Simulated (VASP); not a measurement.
Input of a VASP 6.6.1 run:

The input INCAR:

```
SYSTEM = SnTe
  PREC = Accurate
  ENCUT = 520
  EDIFF = 1E-6
  ISMEAR = 0
  SIGMA = 0.01
  LREAL = .False.
  LASPH = .True.
  NELM = 100
  ALGO = Normal
  ISIF = 2
  LWAVE = .False.
  LCHARG = .True.
  GGA = CA
  LELF = .True.
  LVHAR = .True.
  NBANDS = 17
```

File KPOINTS:

```
Automatic mesh
0
Gamma
  6 6 6
  0 0 0
```

Contents of POSCAR:

```
SnTe
1.0
    0.0000000000      3.6586705811      3.6586705811
    3.6586705811      0.0000000000      3.6586705811
    3.6586705811      3.6586705811      0.0000000000
Sn Te
1 1
Direct
    0.0000000000      0.0000000000      0.0000000000
    0.7500000000      0.7500000000      0.7500000000
```

Potentials or basis: VASP PAW LDA potentials, release 64 (Sn_d, Te).

Launch:

```console
$ cat potpaw_LDA.64/Sn_d/POTCAR potpaw_LDA.64/Te/POTCAR > POTCAR
$ mpirun -np 1 vasp_std > vasp.out
```

What does it give for the band gap on the k mesh?

0.28 eV, indirect (least direct gap 0.76 eV).

Predict the pressure.

-2.9 GPa.

Caveat: spin-orbit coupling is left out, which moves the levels of the heavy elements. A k mesh can miss the band edges.
